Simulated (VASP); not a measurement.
A run of VASP 6.6.1:

Contents of INCAR:

```
SYSTEM = Au
ALGO = Fast ; EDIFF = 1E-7
ENCUT = 520 ; GGA = PE
ISIF = 2 ; ISMEAR = -1
LASPH = .TRUE. ; LCHARG = .FALSE.
LREAL = .FALSE. ; LWAVE = .FALSE.
NBANDS = 12 ; NELM = 60
PREC = Accurate ; SIGMA = 0.05
```

KPOINTS

```
k-points
0
G
  11 11 11
  0 0 0
```

File POSCAR:

```
Au
1.0
   -1.6535721024      1.6535721024      1.6535721024
    1.6535721024     -1.6535721024      1.6535721024
    1.6535721024      1.6535721024     -1.6535721024
Au
1
Direct
    0.0000000000      0.0000000000      0.0000000000
```

Potentials or basis: VASP PAW PBE potentials, release 64 (Au).

Run with:

```console
$ cat potpaw_PBE.64/Au/POTCAR > POTCAR
$ mpirun -np 1 vasp_std > vasp.out
```

Hardware: 1 thread of Intel(R) Xeon(R) 6975P-C (Granite Rapids), on a shared host.

Q: How long does it take, and how much memory?

A: Wall time 5.4 s on 1 thread of Intel(R) Xeon(R) 6975P-C (Granite Rapids) (shared host), peak memory 0.14 GiB. Counts: scf iterations 16, k points 56.
